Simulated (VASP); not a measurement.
A run of VASP 6.6.1 is set up as follows.

The input INCAR:

```
SYSTEM = GaN
PREC = Accurate
ENCUT = 600
EDIFF = 1E-6
ISMEAR = 1
SIGMA = 0.026
LREAL = .False.
LASPH = .True.
NELM = 120
ALGO = Normal
ISIF = 2
LWAVE = .False.
LCHARG = .True.
GGA = PE
LELF = .True.
LVHAR = .True.
NBANDS = 16
GGA_COMPAT = .False.
```

File KPOINTS:

```
regular mesh
0
Gamma
  4 4 4
  0 0 0
```

File POSCAR:

```
GaN
1.0
    0.0000000000      2.2519972711      2.2519972711
    2.2519972711      0.0000000000      2.2519972711
    2.2519972711      2.2519972711      0.0000000000
Ga N
1 1
Direct
    0.0000000000      0.0000000000      0.0000000000
    0.7500000000      0.7500000000      0.7500000000
```

Potentials or basis: VASP PAW PBE potentials, release 64 (Ga_d, N).

Launch:

```sh
$ cat potpaw_PBE.64/Ga_d/POTCAR potpaw_PBE.64/N/POTCAR > POTCAR
$ mpirun -np 1 vasp_std > vasp.out
```

(1) What does it give for the band gap on the k mesh?

(2) Estimate the pressure.

## Answers

(1) 1.72 eV, direct.

(2) 5.3 GPa.

Caveat: the k points lie up to 0.60 Å⁻¹ apart.
